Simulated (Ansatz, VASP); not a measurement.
**In: VASP beside Ansatz**

File INCAR:

```
SYSTEM = In
PREC = Accurate ; ENCUT = 520
EDIFF = 1E-6 ; ISMEAR = -1
SIGMA = 0.1 ; LREAL = .False.
LASPH = .True. ; NELM = 80
ALGO = Normal ; ISIF = 2
LWAVE = .False. ; LCHARG = .False.
GGA = CA ; NBANDS = 20
```

File KPOINTS:

```
regular mesh
0
Gamma
  12 12 7
  0 0 0
```

POSCAR

```
In
1.0
    3.2290950980      0.0000000000      0.0000000000
   -1.6145475490      2.7964783861      0.0000000000
    0.0000000000      0.0000000000      5.2571786912
In
2
Direct
    0.3333333333      0.6666666667      0.2500000000
    0.6666666667      0.3333333333      0.7500000000
```

Input for Ansatz:

```yaml
crystal:
  lattice:
    - [3.229095098, 0.0, 0.0]
    - [-1.614547549, 2.7964783861, 0.0]
    - [0.0, 0.0, 5.2571786912]
  atoms:
    - { symbol: In, position: [0.3333333333, 0.6666666667, 0.25] }
    - { symbol: In, position: [0.6666666667, 0.3333333333, 0.75] }
hamiltonian:
  xc: lda
  pseudopotentials:
    kind: paw
    azcp:
      In: "pseudopotentials/In.paw.azcp"
basis:
  ecutwfc: 420
  fft_grid_basis: typed
kpoints:
  mp_grid: { grid: [12, 12, 7], shift: [0, 0, 0] }
magnetization:
  spin_polarized: false
scf:
  occupations: { method: fermi_dirac, width: 0.1 }
  lower_state_search: "off"
output:
  stress: true
```

Alike in both runs: task single point; functional LDA; k mesh 12 × 12 × 7; occupations fermi-dirac, width 0.1 eV; no spin polarisation.

|  | VASP | Ansatz |
| --- | --- | --- |
| version | VASP 6.6.1 | Ansatz 0.2.0 |
| potentials or method | VASP PAW LDA potentials, release 64 (In_d), cutoff 520 eV | plane waves (420 eV) with PAW, scalar-relativistic |
| valence electrons in the cell | 26 | 26 |

```csv
,VASP,Ansatz,Ansatz less VASP
pressure (GPa),2.3,2.2,-0.08
"traceless stress, the component that is largest in VASP (GPa)",-0.52,-0.53,-0.013
```

Ansatz warns that its potentials were made for another functional, while VASP's fit it. LDA's correlation is that of Perdew and Zunger in VASP and of Perdew and Wang (1992) in Ansatz.
